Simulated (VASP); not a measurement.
# In3B2As (P-6m2) in VASP: notebook

In3B2As is run at these levels: PBE; tasks: single point, relaxation of cell and atoms.

Program: VASP 6.6.1. These are calculated values, not measurements. Logs are shortened: lines on timing, memory, paths and dates and some standing lists are left out, and cuts for length are marked.

### 1 The cell of the first run

Symmetry: P-6m2, No. 187, hexagonal system. Conventional cell: a = 4.981 Å, b = 4.981 Å, c = 5.899 Å, α = 90.00°, β = 90.00°, γ = 120.00°. In (site symmetry -6m2) has 3 In at 2.88 Å and 2 As at 2.95 Å and 6 B at 2.99 Å within 3.8 Å. In (site symmetry -6m2) has 3 As at 2.88 Å and 2 In at 2.95 Å and 6 B at 3.58 Å within 3.8 Å. In (site symmetry -6m2) has 5 In at 2.88 to 2.95 Å and 6 B at 2.99 Å within 3.8 Å. B (site symmetry 3m) has 1 B at 1.62 Å within 2.2 Å. As (site symmetry -6m2) has 5 In at 2.88 to 2.95 Å and 6 B at 3.58 Å within 3.8 Å.

The cell was generated, and may not be a known phase.

### 2 Single point, PBE

INCAR

```
ALGO = Normal
EDIFF = 1E-6
ENCUT = 520
GGA = PE
ISIF = 2
ISMEAR = 0
LASPH = T
LCHARG = F
LREAL = F
LWAVE = F
NBANDS = 34
NELM = 80
PREC = Accurate
SIGMA = 0.1
```

KPOINTS

```
k-points
0
Gamma
  6 6 4
```

POSCAR

```
In3B2As
1.0
    4.9811540004      0.0000000000      0.0000000000
   -2.4905770002      4.3138059046      0.0000000000
    0.0000000000      0.0000000000      5.8993755430
In B As
3 2 1
Direct
    0.0000000000      0.0000000000      0.0000000000
    0.3333333333      0.6666666667      0.5000000000
    0.3333333333      0.6666666667      0.0000000000
    0.6666666667      0.3333333333      0.8628099737
    0.6666666667      0.3333333333      0.1371900263
    0.0000000000      0.0000000000      0.5000000000
```

Potentials or basis: VASP PAW PBE potentials, release 64 (In_d, B, As).

The run is started by

```bash
$ cat potpaw_PBE.64/In_d/POTCAR potpaw_PBE.64/B/POTCAR potpaw_PBE.64/As/POTCAR > POTCAR
$ mpirun -np 1 vasp_std > vasp.out
```

OUTCAR:

```text
EDIFF = 1E-6
   ENCUT = 520
   GGA = PE
   ISIF = 2
   ISMEAR = 0
   LASPH = T
   LREAL = F
   NELM = 80
   PREC = Accurate

 ion  position               nearest neighbor table
   1  0.000  0.000  0.000-   3 2.88   3 2.88   3 2.88   6 2.95   6 2.95   5 2.99   4 2.99   5 2.99
                             4 2.99   5 2.99   4 2.99
   2  0.333  0.667  0.500-   6 2.88   6 2.88   6 2.88   3 2.95   3 2.95
   3  0.333  0.667  0.000-   1 2.88   1 2.88   1 2.88   2 2.95   2 2.95   4 2.99   5 2.99   4 2.99
                             5 2.99   4 2.99   5 2.99
   4  0.667  0.333  0.863-   5 1.62   1 2.99   3 2.99   3 2.99   1 2.99   1 2.99   3 2.99
   5  0.667  0.333  0.137-   4 1.62   1 2.99   3 2.99   3 2.99   1 2.99   1 2.99   3 2.99
   6  0.000  0.000  0.500-   2 2.88   2 2.88   2 2.88   1 2.95   1 2.95

  LATTYP: Found a hexagonal cell.
 ALAT       =     4.9811540004
 C/A-ratio  =     1.1843391195

  Lattice vectors:

 A1 = (   4.9811540004,   0.0000000000,   0.0000000000)
 A2 = (  -2.4905770002,   4.3138059046,   0.0000000000)
 A3 = (   0.0000000000,   0.0000000000,   5.8993755430)

Analysis of symmetry for initial positions (statically):
=====================================================================
 Subroutine PRICEL returns:
 Original cell was already a primitive cell.

 Routine SETGRP: Setting up the symmetry group for a
 hexagonal supercell.

 Subroutine GETGRP returns: Found 12 space group operations
 (whereof 12 operations were pure point group operations)
 out of a pool of 24 trial point group operations.

The static configuration has the point symmetry D_3h.

Analysis of symmetry for dynamics (positions and initial velocities):
=====================================================================
 Subroutine PRICEL returns:
 Original cell was already a primitive cell.

 Routine SETGRP: Setting up the symmetry group for a
 hexagonal supercell.

 Subroutine GETGRP returns: Found 12 space group operations
 (whereof 12 operations were pure point group operations)
 out of a pool of 24 trial point group operations.

The dynamic configuration has the point symmetry D_3h.

 Subroutine INISYM returns: Found 12 space group operations
 (whereof 12 operations are pure point group operations),
 and found     1 'primitive' translations

----------------------------------------------------------------------------------------

[... 97 lines left out ...]
   LREAL  =      F    real-space projection
   EDIFFG = 0.1E-04   stopping-criterion for IOM
   NSW    =      0    number of steps for IOM
   IBRION =     -1    ionic relax: 0-MD 1-quasi-New 2-CG
   NFREE  =      0    steps in history (QN), initial steepest desc. (CG)
   ISIF   =      2    stress and relaxation
   ISYM   =      2    0-nonsym 1-usesym 2-fastsym
   POTIM  = 0.5000    time-step for ionic-motion
   TEBEG  =    0.0;   TEEND  =   0.0 temperature during run
   PSTRESS=    0.0 pullay stress
   NELECT =      50.0000    total number of electrons
   NUPDOWN=      -1.0000    fix difference up-down
   EMIN   =  10.00;   EMAX   =-10.00  energy-range for DOS
   EFERMI =   0.00;   METHOD = LEGACY
   ISMEAR =     0;   SIGMA  =   0.10  broadening in eV -4-tet -1-fermi 0-gaus
   EFERMI_NEDOS =   21; number of points for ismear=-14 and -15
   IALGO  =     38    algorithm
   IMIX   =      4    mixing-type and parameters
     AMIX     =   0.40;   BMIX     =  1.00
     AMIX_MAG =   1.60;   BMIX_MAG =  1.00
  volume/ion in A,a.u.               =      21.13       142.57
  Fermi-wavevector in a.u.,A,eV,Ry     =   1.200603  2.268810 19.612073  1.441447
  Thomas-Fermi vector in A             =   2.336434
   LORBIT       =      0    0 simple, 1 ext, 2 COOP (PROOUT), +10 PAW based schemes
   GGA     = PE    functional components
   LHFCALC =     F    Hartree Fock is set to
   AEXX    =    0.0000 exact exchange contribution
   IVDW    =     0    specifies the selected vdW correction
   LEPSILON=     F    determine dielectric tensor
   LRPA    =     F    only Hartree local field effects (RPA)
 non-spin polarized calculation
 Gauss-broadening in eV      SIGMA  =   0.10
  energy-cutoff  :      520.00
  volume of cell :      126.76
 maximum number of plane-waves:      3430
 NGX is ok and might be reduce to    40
   NGX = 19   NGY = 19   NGZ = 21

 number of electron      49.9999998 magnetization

 Free energy of the ion-electron system (eV)
  ---------------------------------------------------
  ext. energy  EPLUGINS =         0.00000000
  ---------------------------------------------------
  free energy    TOTEN  =       -19.59813784 eV

  energy without entropy =      -19.58841260  energy(sigma->0) =      -19.59327522

 E-fermi :   5.5516     XC(G=0):  -9.9900

 val. band max:        5.4842180985   @ k =   0.0000   0.0000   0.5000
 cond. band min:       5.5519812007   @ k =   0.3333   0.3333   0.2500
 fundamental gap:      0.0677631023
 Fermi energy:         5.5516405616

 k-point     1 :       0.0000    0.0000    0.0000
  band No.  band energies     occupation
      1      -9.4695      2.00000
      2      -9.2402      2.00000
      3      -9.2402      2.00000
      4      -9.2008      2.00000
      5      -9.2008      2.00000
      6      -9.0709      2.00000
[... 766 lines left out ...]
     33      12.0476      0.00000
     34      12.2415      0.00000

------------------------ aborting loop because EDIFF is reached ----------------------------------------

  FORCE on cell =-STRESS in cart. coord.  units (eV):
  Direction    XX          YY          ZZ          XY          YZ          ZX
  --------------------------------------------------------------------------------------
  -------------------------------------------------------------------------------------
  Total       -0.0223840     -0.0223840      0.0220254      0.0000000     -0.0000000      0.0000000
  in kB       -0.2829118     -0.2829118      0.2783795      0.0000000     -0.0000000      0.0000000
  external PRESSURE =      -0.0958147 kB  Pullay stress =       0.0000000 kB

 VOLUME and BASIS-vectors are now :
 -----------------------------------------------------------------------------
  energy-cutoff  :      520.00
  volume of cell :      126.76
      direct lattice vectors                 reciprocal lattice vectors
     4.981154000  0.000000000  0.000000000     0.200756692  0.115906930  0.000000000
    -2.490577000  4.313805905  0.000000000     0.000000000  0.231813860  0.000000000
     0.000000000  0.000000000  5.899375543     0.000000000  0.000000000  0.169509466

 POSITION                                       TOTAL-FORCE (eV/Angst)
 -----------------------------------------------------------------------------------
      0.00000      0.00000      0.00000        -0.000000      0.000000      0.000000
     -0.00000      2.87587      2.94969        -0.000000     -0.000000      0.000000
     -0.00000      2.87587      0.00000         0.000000     -0.000000      0.000000
      2.49058      1.43794      5.09004         0.000000     -0.000000     -0.017785
      2.49058      1.43794      0.80934         0.000000     -0.000000      0.017785
      0.00000      0.00000      2.94969         0.000000      0.000000      0.000000
 -----------------------------------------------------------------------------------
    total drift:                                0.000001     -0.000001     -0.000000

  FREE ENERGIE OF THE ION-ELECTRON SYSTEM (eV)
  ---------------------------------------------------
  free  energy   TOTEN  =       -19.5981378357 eV

  energy  without entropy=      -19.5884126038  energy(sigma->0) =      -19.59327522
```

OSZICAR:

```text
N       E                     dE             d eps       ncg     rms          rms(c)
DAV:   1     0.455948830940E+03    0.45595E+03   -0.22690E+04  1428   0.178E+03
DAV:   2     0.293364210779E+02   -0.42661E+03   -0.41480E+03  1436   0.437E+02
DAV:   3    -0.187316966540E+02   -0.48068E+02   -0.46494E+02  1720   0.164E+02
DAV:   4    -0.212198781070E+02   -0.24882E+01   -0.24627E+01  1716   0.367E+01
DAV:   5    -0.213478301288E+02   -0.12795E+00   -0.12790E+00  2222   0.727E+00    0.771E+00
DAV:   6    -0.197230985778E+02    0.16247E+01   -0.67474E+00  2146   0.168E+01    0.413E+00
DAV:   7    -0.196090175367E+02    0.11408E+00   -0.12285E+00  1848   0.605E+00    0.196E+00
DAV:   8    -0.196008362396E+02    0.81813E-02   -0.16333E-01  1882   0.220E+00    0.664E-01
DAV:   9    -0.195982442647E+02    0.25920E-02   -0.21747E-02  1864   0.942E-01    0.211E-01
DAV:  10    -0.195981135121E+02    0.13075E-03   -0.54018E-03  1842   0.381E-01    0.110E-01
DAV:  11    -0.195981339206E+02   -0.20409E-04   -0.73525E-04  2130   0.165E-01    0.856E-02
DAV:  12    -0.195981377681E+02   -0.38474E-05   -0.45347E-05  1802   0.627E-02    0.540E-02
DAV:  13    -0.195981382576E+02   -0.48957E-06   -0.18610E-05  1686   0.402E-02    0.100E-02
DAV:  14    -0.195981378357E+02    0.42192E-06   -0.28984E-06  1154   0.214E-02
   1 F= -.19598138E+02 E0= -.19593275E+02  d E =-.972523E-02
```

stdout:

```text
POSCAR found type information on POSCAR InB As
 POSCAR found :  3 types and       6 ions
 scaLAPACK will be used
 LDA part: xc-table for (Slater+PW92), standard interpolation
 POSCAR, INCAR and KPOINTS ok, starting setup
 FFT: planning ... GRIDC
 FFT: planning ... GRID_SOFT
 FFT: planning ... GRID
 WAVECAR not read
 entering main loop
```

Wall time 3.3 min (1 thread of Intel Xeon 8259CL, shared host); peak memory 0.31 GiB.

What came out:

* Free energy: -19.5981 eV
* Pressure: 0.0 GPa
* Largest force: 0.018 eV/Å
* Band gap on the k mesh: zero (bands 25 and 26 overlap by 0.97 eV)

Forces on the atoms (eV/Å):
```
In   0.000  0.000  0.000
In   0.000  0.000  0.000
In   0.000  0.000  0.000
B    0.000  0.000 -0.018
B    0.000  0.000  0.018
As   0.000  0.000  0.000
```

Levels at points of the mesh, in eV from the Fermi level:
```tsv
k point	band 22	band 23	band 24	band 25	band 26	band 27	band 28	band 29
(0.00, 0.00, 0.00)	-2.05	-1.69	-1.69	-0.50	0.13	1.03	1.03	1.28
(0.50, 0.00, 0.00)	-2.72	-2.60	-1.16	-0.96	-0.39	1.79	2.37	2.65
(0.00, 0.00, 0.50)	-1.45	-1.44	-1.34	-1.34	-0.07	0.07	0.07	1.77
(0.50, 0.00, 0.50)	-2.77	-2.20	0.11	0.49	0.82	1.76	2.20	3.66
```

Caveat: spin-orbit coupling is left out, which moves the levels of the heavy elements.

[end of part 1 of 2]

The gap in the log of VASP goes by the Fermi energy; the results here count the filled bands.